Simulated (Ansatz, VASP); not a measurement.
One calculation of SrTiO3, two programs

File INCAR:

```
SYSTEM = SrTiO3
PREC = Accurate ; ENCUT = 520
EDIFF = 1E-6 ; ISMEAR = 0
SIGMA = 0.05 ; LREAL = .FALSE.
LASPH = .TRUE. ; NELM = 100
ALGO = Normal ; ISIF = 2
LWAVE = .FALSE. ; LCHARG = .FALSE.
GGA = PE ; NBANDS = 51
```

Contents of KPOINTS:

```
Automatic mesh
0
G
  8 8 8
  0 0 0
```

The input POSCAR:

```
SrTiO3
1.0
   -2.8222944279      2.7698029534      3.9467274087
    2.7698029534     -2.8222944279      3.9467274087
    2.7853526432      2.7853526432     -3.9836691934
Sr Ti O
2 2 6
Direct
    0.7500000000      0.2500000000      0.5000000000
    0.2500000000      0.7500000000      0.5000000000
    0.0000000000      0.0000000000      0.0000000000
    0.5000000000      0.5000000000      0.0000000000
    0.2500000000      0.2500000000      0.0000000000
    0.7500000000      0.7500000000      0.0000000000
    0.7280787197      0.2280787197      0.9561574394
    0.2280787197      0.2719212803      0.5000000000
    0.2719212803      0.7719212803      0.0438425606
    0.7719212803      0.7280787197      0.5000000000
```

Input for Ansatz:

```yaml
crystal:
  lattice:
    - [-2.8222944279, 2.7698029534, 3.9467274087]
    - [2.7698029534, -2.8222944279, 3.9467274087]
    - [2.7853526432, 2.7853526432, -3.9836691934]
  atoms:
    - { symbol: Sr, position: [0.75, 0.25, 0.5] }
    - { symbol: Sr, position: [0.25, 0.75, 0.5] }
    - { symbol: Ti, position: [0.0, 0.0, 0.0] }
    - { symbol: Ti, position: [0.5, 0.5, 0.0] }
    - { symbol: O, position: [0.25, 0.25, 0.0] }
    - { symbol: O, position: [0.75, 0.75, 0.0] }
    - { symbol: O, position: [0.7280787197, 0.2280787197, 0.9561574394] }
    - { symbol: O, position: [0.2280787197, 0.2719212803, 0.5] }
    - { symbol: O, position: [0.2719212803, 0.7719212803, 0.0438425606] }
    - { symbol: O, position: [0.7719212803, 0.7280787197, 0.5] }
basis:
  ecutwfc: 520.0
kpoints:
  mp_grid: { grid: [8, 8, 8] }
hamiltonian:
  xc: pbe
  pseudopotentials: { kind: paw, azcp: { folder: soft_1 } }
scf:
  occupations: { method: gaussian, width: 0.05 }
output:
  forces: true
  stress: true
  eigenvalues: true
```

Change from the starting cell: equal engineering shear yz, xz and xy -0.0133, equal normal strain along x, y and z +0.0000.

Alike in both runs: task single point; functional PBE; k mesh 8 × 8 × 8; occupations gaussian, width 0.05 eV; no spin polarisation.

```csv
,VASP,Ansatz
version,VASP 6.6.1,Ansatz 0.2.0
potentials or method,"VASP PAW PBE potentials, release 64 (Sr_sv, Ti_sv, O), cutoff 520 eV","scalar-relativistic, plane waves, PAW"
valence electrons in the cell,80,80
```

Ansatz gave:

| Property | Result |
| --- | --- |
| gap on the k mesh at the Fermi level (eV) | 1.88 |
| least direct gap on the mesh (eV) | 1.89 |
| pressure (GPa) | 0.1 |
| traceless stress, the component that is largest in VASP (GPa) | 1.49 |
| rms of the force components (eV/Å) | 0.011 |

Problem. Which values does VASP return?

Solution. gap on the k mesh at the Fermi level (eV): 1.85; least direct gap on the mesh (eV): 1.85; pressure (GPa): 0.7; traceless stress, the component that is largest in VASP (GPa): 1.50; rms of the force components (eV/Å): 0.012.

Atom by atom the forces differ by 0.002 eV/Å (rms over components). The functional is the same, so the differences come from potentials, cutoffs and numerics.
